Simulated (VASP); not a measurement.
# SiC (I-4m2) in VASP: further runs

Runs on SiC. Level: LDA. Tasks: single point.

Program: VASP 6.6.1. These are calculated values, not measurements. Logs are shortened: lines on timing, memory, paths and dates and some standing lists are left out, and cuts for length are marked.

## Step 1: The cell of the first run

It takes space group I-4m2 (No. 119, tetragonal). Conventional cell: a = 3.092 Å, b = 3.092 Å, c = 4.303 Å, α = 90.00°, β = 90.00°, γ = 90.00°. Within 2.5 Å of Si (site symmetry -4m2) lie 4 C at 1.88 Å. Within 2.5 Å of C (site symmetry -4m2) lie 4 Si at 1.88 Å.

## Step 2: Single point, LDA (strained cell)

INCAR

```
SYSTEM = SiC
PREC = Accurate
ENCUT = 600
EDIFF = 1E-6
ISMEAR = 0
SIGMA = 0.02
LREAL = .FALSE.
LASPH = .TRUE.
NELM = 120
ALGO = Normal
ISIF = 2
LWAVE = .FALSE.
LCHARG = .FALSE.
GGA = CA
NBANDS = 11
GGA_COMPAT = .FALSE.
```

KPOINTS

```
regular mesh
0
G
  10 10 10
  0 0 0
```

POSCAR

```
SiC
1.0
    0.0000000000      2.1861290539      2.1514973065
    2.1861290539      0.0000000000      2.1514973065
    2.1861290539      2.1861290539      0.0000000000
Si C
1 1
Direct
    0.0000000000      0.0000000000      0.0000000000
    0.2500000000      0.2500000000      0.2500000000
```

Potentials or basis: VASP PAW LDA potentials, release 64 (Si, C).

Run with:

```sh
> cat potpaw_LDA.64/Si/POTCAR potpaw_LDA.64/C/POTCAR > POTCAR
> mpirun -np 1 vasp_std > vasp.out
```

OUTCAR:

```text
SYSTEM = SiC
   PREC = Accurate
   ENCUT = 600
   EDIFF = 1E-6
   ISMEAR = 0
   LREAL = .FALSE.
   LASPH = .TRUE.
   NELM = 120
   ISIF = 2
   GGA = CA

 ion  position               nearest neighbor table
   1  0.000  0.000  0.000-   2 1.88   2 1.88   2 1.88   2 1.88
   2  0.250  0.250  0.250-   1 1.88   1 1.88   1 1.88   1 1.88

  LATTYP: Found a body centered tetragonal cell.
 ALAT       =     3.0916533571
 C/A-ratio  =     1.3918101792

  Lattice vectors:

 A1 = (   0.0000000000,  -2.1861290539,  -2.1514973065)
 A2 = (   0.0000000000,   2.1861290539,  -2.1514973065)
 A3 = (   2.1861290539,   0.0000000000,   2.1514973065)

Analysis of symmetry for initial positions (statically):
=====================================================================
 Subroutine PRICEL returns:
 Original cell was already a primitive cell.

 Routine SETGRP: Setting up the symmetry group for a
 body centered tetragonal supercell.

 Subroutine GETGRP returns: Found  8 space group operations
 (whereof  8 operations were pure point group operations)
 out of a pool of 16 trial point group operations.

The static configuration has the point symmetry D_2d.

Analysis of symmetry for dynamics (positions and initial velocities):
=====================================================================
 Subroutine PRICEL returns:
 Original cell was already a primitive cell.

 Routine SETGRP: Setting up the symmetry group for a
 body centered tetragonal supercell.

 Subroutine GETGRP returns: Found  8 space group operations
 (whereof  8 operations were pure point group operations)
 out of a pool of 16 trial point group operations.

The dynamic configuration has the point symmetry D_2d.

 Subroutine INISYM returns: Found  8 space group operations
 (whereof  8 operations are pure point group operations),
 and found     1 'primitive' translations

----------------------------------------------------------------------------------------

                                     Primitive cell

  volume of cell :      20.5647

  direct lattice vectors                    reciprocal lattice vectors
     0.000000000  2.186129054  2.151497307    -0.228714768  0.228714768  0.232396294
     2.186129054  0.000000000  2.151497307     0.228714768 -0.228714768  0.232396294
     2.186129054  2.186129054  0.000000000     0.228714768  0.228714768 -0.232396294

  length of vectors
     3.067262770  3.067262770  3.091653357     0.398282472  0.398282472  0.398282472

  position of ions in fractional coordinates (direct lattice)
     0.000000000  0.000000000  0.000000000
     0.250000000  0.250000000  0.250000000

  ion indices of the primitive-cell ions
   primitive index   ion index
                 1           1
                 2           2

----------------------------------------------------------------------------------------

 KPOINTS: regular mesh

Automatic generation of k-mesh.
 Grid dimensions read from file:
 generate k-points for:   10   10   10

 Generating k-lattice:

  Cartesian coordinates                     Fractional coordinates (reciprocal lattice)
    -0.022871477  0.022871477  0.023239629     0.100000000  0.000000000  0.000000000
     0.022871477 -0.022871477  0.023239629     0.000000000  0.100000000  0.000000000
     0.022871477  0.022871477 -0.023239629     0.000000000  0.000000000  0.100000000

  Length of vectors
     0.039828247  0.039828247  0.039828247

  Shift w.r.t. Gamma in fractional coordinates (k-lattice)
     0.000000000  0.000000000  0.000000000

 Subroutine IBZKPT returns following result:
 ===========================================

 Found    102 irreducible k-points:

 Following reciprocal coordinates:
            Coordinates               Weight
  0.000000  0.000000  0.000000      1.000000
  0.100000  0.000000  0.000000      8.000000
  0.200000  0.000000  0.000000      8.000000
  0.300000  0.000000  0.000000      8.000000
  0.400000  0.000000  0.000000      8.000000
  0.500000 -0.000000  0.000000      4.000000
[... 16 lines left out ...]
  0.300000  0.300000  0.000000      2.000000
  0.400000  0.300000  0.000000      8.000000
 [... further k-points ...]
   k-points           NKPTS =    102   k-points in BZ     NKDIM =    102   number of bands    NBANDS=     11
   number of dos      NEDOS =    301   number of ions     NIONS =      2
   total plane-waves  NPLWV =  21952
   dimension x,y,z NGX =    28 NGY =   28 NGZ =   28
   dimension x,y,z NGXF=    56 NGYF=   56 NGZF=   56
   ions per type =               1   1
   NGX,Y,Z   is equivalent  to a cutoff of  15.18, 15.18, 15.06 a.u.
   NGXF,Y,Z  is equivalent  to a cutoff of  30.35, 30.35, 30.11 a.u.
 SYSTEM =  SiC
   PREC   = accura    normal or accurate (medium, high low for compatibility)
   ISTART =      0    job   : 0-new  1-cont  2-samecut
   ICHARG =      2    charge: 1-file 2-atom 10-const
   ISPIN  =      1    spin polarized calculation?
   LNONCOLLINEAR =      F non collinear calculations
[... 64 lines left out ...]
      3       8.0968      2.00000
      4       8.2025      2.00000
      5      14.4941      0.00000
      6      15.3385      0.00000
      7      15.3817      0.00000
      8      15.3817      0.00000
      9      22.3860      0.00000
     10      22.8566      0.00000
     11      24.3993      0.00000

 k-point     2 :       0.1000    0.0000    0.0000
  band No.  band energies     occupation
      1      -7.0353      2.00000
      2       7.1313      2.00000
      3       7.9548      2.00000
      4       8.0419      2.00000
      5      14.6901      0.00000
      6      15.5776      0.00000
      7      15.6172      0.00000
      8      15.7045      0.00000
      9      21.4694      0.00000
     10      21.8354      0.00000
     11      24.2570      0.00000

 k-point     3 :       0.2000    0.0000    0.0000
  band No.  band energies     occupation
      1      -6.4525      2.00000
      2       5.0177      2.00000
      3       7.6292      2.00000
      4       7.7485      2.00000
      5      14.3400      0.00000
      6      15.9318      0.00000
      7      16.0013      0.00000
      8      16.8942      0.00000
      9      20.8918      0.00000
     10      21.0719      0.00000
     11      23.4110      0.00000

 k-point     4 :       0.3000    0.0000    0.0000
  band No.  band energies     occupation
      1      -5.5173      2.00000
      2       2.6963      2.00000
      3       7.2941      2.00000
      4       7.4490      2.00000
      5      13.9206      0.00000
      6      15.7366      0.00000
      7      15.9334      0.00000
      8      17.8259      0.00000
      9      21.7682      0.00000
     10      21.8101      0.00000
     11      23.1517      0.00000

 k-point     5 :       0.4000    0.0000    0.0000
  band No.  band energies     occupation
      1      -4.3501      2.00000
      2       0.6179      2.00000
      3       7.0618      2.00000
      4       7.2429      2.00000
      5      13.6463      0.00000
      6      15.3383      0.00000
      7      15.5903      0.00000
      8      18.0886      0.00000
      9      23.4940      0.00000
     10      23.7790      0.00000
     11      23.8278      0.00000
[... 211 lines left out ...]
 k-point    21 :      -0.3000    0.2000    0.0000
  band No.  band energies     occupation
      1      -4.1478      2.00000
      2       1.7736      2.00000
      3       4.3998      2.00000
      4       6.8495      2.00000
      5      13.5151      0.00000
      6      16.3891      0.00000
      7      16.7486      0.00000
      8      18.4476      0.00000
      9      20.8067      0.00000
     10      23.2772      0.00000
     11      27.2958      0.00000

 k-point    22 :      -0.2000    0.2000    0.0000
  band No.  band energies     occupation
      1      -5.2229      2.00000
      2       3.4049      2.00000
      3       4.9706      2.00000
      4       7.3895      2.00000
      5      14.4987      0.00000
      6      16.1549      0.00000
      7      16.3886      0.00000
      8      17.3238      0.00000
      9      19.5722      0.00000
     10      23.2925      0.00000
     11      27.5059      0.00000

 k-point    23 :       0.3000    0.3000    0.0000
  band No.  band energies     occupation
      1      -4.8914      2.00000
      2       3.9299      2.00000
      3       5.6594      2.00000
      4       5.6594      2.00000
      5      11.2067      0.00000
      6      13.5332      0.00000
      7      19.5419      0.00000
      8      19.5419      0.00000
      9      20.6782      0.00000
     10      25.0270      0.00000
     11      29.8201      0.00000

 k-point    24 :       0.4000    0.3000    0.0000
  band No.  band energies     occupation
      1      -3.9965      2.00000
      2       2.6686      2.00000
      3       4.9132      2.00000
      4       5.3868      2.00000
      5      10.8768      0.00000
      6      13.4988      0.00000
      7      19.7045      0.00000
      8      19.9092      0.00000
      9      21.9013      0.00000
     10      26.0606      0.00000
     11      29.3950      0.00000

 [... further k-points ...]

------------------------ aborting loop because EDIFF is reached ----------------------------------------

  FORCE on cell =-STRESS in cart. coord.  units (eV):
  Direction    XX          YY          ZZ          XY          YZ          ZX
  --------------------------------------------------------------------------------------
  -------------------------------------------------------------------------------------
  Total       -0.5397065     -0.5397065     -0.0240854      0.0000000      0.0000000      0.0000000
  in kB      -42.0480443    -42.0480443     -1.8764722      0.0000000      0.0000000      0.0000000
  external PRESSURE =     -28.6575203 kB  Pullay stress =       0.0000000 kB

 VOLUME and BASIS-vectors are now :
 -----------------------------------------------------------------------------
  energy-cutoff  :      600.00
  volume of cell :       20.56
      direct lattice vectors                 reciprocal lattice vectors
     0.000000000  2.186129054  2.151497307    -0.228714768  0.228714768  0.232396294
     2.186129054  0.000000000  2.151497307     0.228714768 -0.228714768  0.232396294
     2.186129054  2.186129054  0.000000000     0.228714768  0.228714768 -0.232396294

 POSITION                                       TOTAL-FORCE (eV/Angst)
 -----------------------------------------------------------------------------------
      0.00000      0.00000      0.00000        -0.000000     -0.000000      0.000000
      1.09306      1.09306      1.07575         0.000000      0.000000     -0.000000
 -----------------------------------------------------------------------------------
    total drift:                               -0.000000     -0.000000     -0.000000

  FREE ENERGIE OF THE ION-ELECTRON SYSTEM (eV)
  ---------------------------------------------------
  free  energy   TOTEN  =       -16.6398593273 eV

  energy  without entropy=      -16.6398593273  energy(sigma->0) =      -16.63985933
```

Run time: 12 s. Hardware: 1 thread of Intel Xeon 6975P-C (Granite Rapids), shared host; peak memory 0.15 GiB.

What came out:

| Property | Result |
| --- | --- |
| Free energy | -16.6399 eV |
| Pressure | -2.9 GPa |
| Band gap on the k mesh | 1.13 eV (least direct gap 4.49 eV) |

Stress tensor (GPa, compression positive):
```
-4.20  0.00  0.00
 0.00 -4.20  0.00
 0.00  0.00 -0.19
```

Levels at points of the mesh, in eV from the valence-band top:
```csv
k point,band 1,band 2,band 3,band 4,band 5,band 6,band 7,band 8
"(0.00, 0.00, 0.00)",-15.43,-0.11,-0.11,0.00,6.29,7.14,7.18,7.18
"(0.50, 0.00, 0.00)",-11.79,-8.66,-1.22,-1.03,5.35,6.96,7.23,9.89
"(0.50, 0.50, 0.00)",-10.22,-7.77,-3.39,-3.39,1.13,3.95,13.78,13.78
"(0.50, 0.00, 0.50)",-10.35,-7.97,-3.23,-3.21,1.28,4.23,13.60,14.09
```

Caveat: the cell differs from its parent crystal (strained cell). A k mesh can miss the band edges.

## Step 3: Single point, LDA (strained cell)

INCAR

```
SYSTEM = SiC
  PREC = Accurate
  ENCUT = 600
  EDIFF = 1E-6
  ISMEAR = 0
  SIGMA = 0.02
  LREAL = .FALSE.
  LASPH = .TRUE.
  NELM = 120
  ALGO = Normal
  ISIF = 2
  LWAVE = .FALSE.
  LCHARG = .FALSE.
  NBANDS = 11
  GGA_COMPAT = .FALSE.
```

KPOINTS

```
Automatic mesh
0
G
  10 10 10
  0 0 0
```

POSCAR

```
SiC
1.0
    0.0000000000      2.1861290539      2.1451151163
    2.1861290539      0.0000000000      2.1451151163
    2.1861290539      2.1861290539      0.0000000000
Si C
1 1
Direct
    0.0000000000      0.0000000000      0.0000000000
    0.2500000000      0.2500000000      0.2500000000
```

Potentials or basis: VASP PAW LDA potentials, release 64 (Si, C).

Run with:

```sh
> cat potpaw_LDA.64/Si/POTCAR potpaw_LDA.64/C/POTCAR > POTCAR
> mpirun -np 1 vasp_std > vasp.out
```

It took 7.6 s on 1 thread of Intel Xeon 6975P-C (Granite Rapids), shared host; peak memory 0.14 GiB.

It converged, with:

| Quantity | Value |
| --- | --- |
| Free energy | -16.6396 eV |
| Pressure | -2.2 GPa |
| Band gap on the k mesh | 1.10 eV (least direct gap 4.48 eV) |

Stress tensor (GPa, compression positive):
```
-3.80  0.00  0.00
 0.00 -3.80  0.00
 0.00  0.00  0.93
```

Levels at points of the mesh, in eV from the valence-band top:
```csv
k point,band 2,band 3,band 4,band 5,band 6,band 7
"(0.00, 0.00, 0.00)",-0.12,-0.12,0.00,6.31,7.14,7.19
"(0.50, 0.00, 0.00)",-8.69,-1.25,-1.03,5.36,6.94,7.26
"(0.50, 0.50, 0.00)",-7.77,-3.43,-3.43,1.10,3.92,13.79
"(0.50, 0.00, 0.50)",-8.00,-3.24,-3.21,1.27,4.25,13.58
```

Caveat: the cell differs from its parent crystal (strained cell).

## Step 4: Single point, LDA (strained cell)

INCAR

```
SYSTEM = SiC
PREC = Accurate ; ENCUT = 600
EDIFF = 1E-6 ; ISMEAR = 0
SIGMA = 0.02 ; LREAL = .False.
LASPH = .True. ; NELM = 120
ALGO = Normal ; ISIF = 2
LWAVE = .False. ; LCHARG = .False.
NBANDS = 11 ; GGA_COMPAT = .False.
```

KPOINTS

```
regular mesh
0
Gamma
  10 10 10
  0 0 0
```

POSCAR

```
SiC
1.0
    0.0000000000      2.1861290539      2.1489769158
    2.1861290539      0.0000000000      2.1489769158
    2.1861290539      2.1861290539      0.0000000000
Si C
1 1
Direct
    0.0000000000      0.0000000000      0.0000000000
    0.2500000000      0.2500000000      0.2500000000
```

Run with:

```sh
> cat potpaw_LDA.64/Si/POTCAR potpaw_LDA.64/C/POTCAR > POTCAR
> mpirun -np 1 vasp_std > vasp.out
```

Run time: 7 s. Hardware: 1 thread of Intel Xeon 6975P-C (Granite Rapids), shared host; peak memory 0.14 GiB.

Results (log left out):

| Property | Result |
| --- | --- |
| Free energy | -16.6398 eV |
| Pressure | -2.6 GPa |
| Band gap on the k mesh | 1.12 eV (least direct gap 4.48 eV) |

Stress tensor (GPa, compression positive):
```
-4.05  0.00  0.00
 0.00 -4.05  0.00
 0.00  0.00  0.26
```

Levels at points of the mesh, in eV from the valence-band top:
```tsv
k point	band 1	band 2	band 3	band 4	band 5	band 6	band 7	band 8	band 9
(0.00, 0.00, 0.00)	-15.45	-0.11	-0.11	0.00	6.30	7.14	7.18	7.18	14.17
(0.50, 0.00, 0.00)	-11.80	-8.67	-1.23	-1.03	5.35	6.96	7.24	9.89	15.91
(0.50, 0.50, 0.00)	-10.22	-7.77	-3.41	-3.41	1.12	3.94	13.79	13.79	14.75
(0.50, 0.00, 0.50)	-10.36	-7.98	-3.23	-3.21	1.28	4.24	13.59	14.12	14.47
```

Caveat: the cell differs from its parent crystal (strained cell). A k mesh can miss the band edges.

## Step 5: Single point, LDA

INCAR

```
PREC = Accurate
ENCUT = 600
EDIFF = 1E-6
ISMEAR = 0
SIGMA = 0.01
LREAL = F
LASPH = T
NELM = 120
ALGO = Normal
ISIF = 2
LWAVE = F
LCHARG = F
GGA = CA
NBANDS = 11
GGA_COMPAT = F
```

KPOINTS

```
regular mesh
0
Gamma
  10 10 10
```

POSCAR is that of step 4.

Run with:

```sh
> cat potpaw_LDA.64/Si/POTCAR potpaw_LDA.64/C/POTCAR > POTCAR
> mpirun -np 1 vasp_std > vasp.out
```

Run time: 8.6 s. Hardware: 1 thread of Intel Xeon 6975P-C (Granite Rapids), shared host; peak memory 0.14 GiB.

The run converged. Its results:

- Free energy: -16.6398 eV
- Pressure: -2.6 GPa
- Band gap on the k mesh: 1.12 eV (least direct gap 4.48 eV)

Stress tensor (GPa, compression positive):
```
-4.05  0.00  0.00
 0.00 -4.05  0.00
 0.00  0.00  0.26
```

Levels at points of the mesh, in eV from the valence-band top:
```tsv
k point	band 2	band 3	band 4	band 5	band 6	band 7
(0.00, 0.00, 0.00)	-0.11	-0.11	0.00	6.30	7.14	7.18
(0.50, 0.00, 0.00)	-8.67	-1.23	-1.03	5.35	6.96	7.24
(0.50, 0.50, 0.00)	-7.77	-3.41	-3.41	1.12	3.94	13.79
(0.50, 0.00, 0.50)	-7.98	-3.23	-3.21	1.28	4.24	13.59
```

A k mesh can miss the band edges.

## Step 6: Single point, LDA

INCAR

```
SYSTEM = SiC
ALGO = Normal ; EDIFF = 1E-6
ENCUT = 600 ; GGA = CA
GGA_COMPAT = .FALSE. ; ISIF = 2
ISMEAR = 0 ; LASPH = .TRUE.
LCHARG = .FALSE. ; LREAL = .FALSE.
LWAVE = .FALSE. ; NBANDS = 11
NELM = 120 ; PREC = Accurate
SIGMA = 0.01
```

KPOINTS

```
k-points
0
G
  10 10 10
  0 0 0
```

POSCAR is that of step 5.

Potentials or basis: VASP PAW LDA potentials, release 64 (Si, C).

Run with:

```sh
> cat potpaw_LDA.64/Si/POTCAR potpaw_LDA.64/C/POTCAR > POTCAR
> mpirun -np 1 vasp_std > vasp.out
```

It took 7.4 s on 1 thread of Intel Xeon 6975P-C (Granite Rapids), shared host; peak memory 0.14 GiB.

The run converged. Its results:

- Free energy: -16.6398 eV
- Pressure: -2.6 GPa
- Band gap on the k mesh: 1.12 eV (least direct gap 4.48 eV)

Stress tensor (GPa, compression positive):
```
-4.05  0.00  0.00
 0.00 -4.05  0.00
 0.00  0.00  0.26
```

Levels at points of the mesh, in eV from the valence-band top:
| k point | band 1 | band 2 | band 3 | band 4 | band 5 | band 6 | band 7 | band 8 | band 9 |
| --- | --- | --- | --- | --- | --- | --- | --- | --- | --- |
| (0.00, 0.00, 0.00) | -15.45 | -0.11 | -0.11 | 0.00 | 6.30 | 7.14 | 7.18 | 7.18 | 14.17 |
| (0.50, 0.00, 0.00) | -11.80 | -8.67 | -1.23 | -1.03 | 5.35 | 6.96 | 7.24 | 9.89 | 15.91 |
| (0.50, 0.50, 0.00) | -10.22 | -7.77 | -3.41 | -3.41 | 1.12 | 3.94 | 13.79 | 13.79 | 14.75 |
| (0.50, 0.00, 0.50) | -10.36 | -7.98 | -3.23 | -3.21 | 1.28 | 4.24 | 13.59 | 14.12 | 14.47 |

A k mesh can miss the band edges.

## Step 7: Overview

| cell | smearing | gap on the mesh (eV) | pressure (GPa) |
| --- | --- | --- | --- |
| a = 3.067, b = 3.067, c = 3.092 Å, angles 59.7, 59.7, 60.5°, 2 atoms | gaussian 0.02 eV | 1.13 | -2.9 |
| a = 3.063, b = 3.063, c = 3.092 Å, angles 59.7, 59.7, 60.6°, 2 atoms | gaussian 0.02 eV | 1.10 | -2.2 |
| a = 3.065, b = 3.065, c = 3.092 Å, angles 59.7, 59.7, 60.6°, 2 atoms | gaussian 0.02 eV | 1.12 | -2.6 |
| a = 3.065, b = 3.065, c = 3.092 Å, angles 59.7, 59.7, 60.6°, 2 atoms | gaussian 0.01 eV | 1.12 | -2.6 |

Alike in all rows: task single point; level LDA; potentials or basis VASP PAW LDA potentials, release 64 (Si, C); no spin polarisation; k mesh 10 × 10 × 10; cutoff (eV) 600.

Absolute energies hang on the potentials; compare differences alone.
